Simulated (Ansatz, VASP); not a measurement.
**Ge in VASP and in Ansatz**

Contents of POSCAR:

```
Ge
1.0
    4.0240606931      0.0000000000      0.0000000000
   -2.0120303466      3.4849387866      0.0000000000
    0.0000000000      0.0000000000      6.6430837134
Ge
4
Direct
    0.3333333333      0.6666666667      0.9370987500
    0.6666666667      0.3333333333      0.4370987500
    0.3333333333      0.6666666667      0.5629012500
    0.6666666667      0.3333333333      0.0629012500
```

The input INCAR.step1:

```
ALGO = Normal ; EDIFF = 1E-4
ENCUT = 520 ; GGA = PE
ISMEAR = -1 ; LASPH = T
LCHARG = F ; LREAL = F
LWAVE = T ; NBANDS = 36
NELM = 60 ; PREC = Accurate
SIGMA = 0.05
```

File INCAR.step2:

```
ALGO = Normal ; EDIFF = 1E-6
ENCUT = 520 ; ISIF = 2
ISMEAR = -1 ; ISTART = 1
LASPH = T ; LCHARG = F
LMIXTAU = T ; LREAL = F
LWAVE = F ; METAGGA = R2SCAN
NBANDS = 36 ; NELM = 60
PREC = Accurate ; SIGMA = 0.05
```

KPOINTS

```
k-points
0
Gamma
  8 8 4
```

The input input.yaml:

```yaml
crystal:
  lattice:
    - [4.0240606931, 0.0, 0.0]
    - [-2.0120303466, 3.4849387866, 0.0]
    - [0.0, 0.0, 6.6430837134]
  atoms:
    - { symbol: Ge, position: [0.3333333333, 0.6666666667, 0.93709875] }
    - { symbol: Ge, position: [0.6666666667, 0.3333333333, 0.43709875] }
    - { symbol: Ge, position: [0.3333333333, 0.6666666667, 0.56290125] }
    - { symbol: Ge, position: [0.6666666667, 0.3333333333, 0.06290125] }
hamiltonian:
  xc: r2scan
  pseudopotentials: { kind: paw }
kpoints:
  mp_grid: { grid: [8, 8, 4] }
scf:
  occupations: { method: fermi_dirac, width: 0.05 }
output:
  forces: true
  stress: true
  eigenvalues: true
```

Alike in both runs: task single point; functional r2SCAN; k mesh 8 × 8 × 4; occupations fermi-dirac, width 0.05 eV; no spin polarisation.

```csv
,VASP,Ansatz
version,VASP 6.6.1,Ansatz 0.2.0
potentials or method,"VASP PAW PBE potentials, release 64 (Ge_d)",Ansatz PAW
plane-wave cutoff (eV),520,500
valence electrons in the cell,56,56
```

|  | VASP | Ansatz | Ansatz less VASP |
| --- | --- | --- | --- |
| pressure (GPa) | -1.3 | -1.4 | -0.05 |
| rms of the force components (eV/Å) | 0.004 | 0.000 | -0.0038 |

VASP's potentials were made for PBE, not for r2SCAN. Atom by atom the forces differ by 0.004 eV/Å (rms over components).
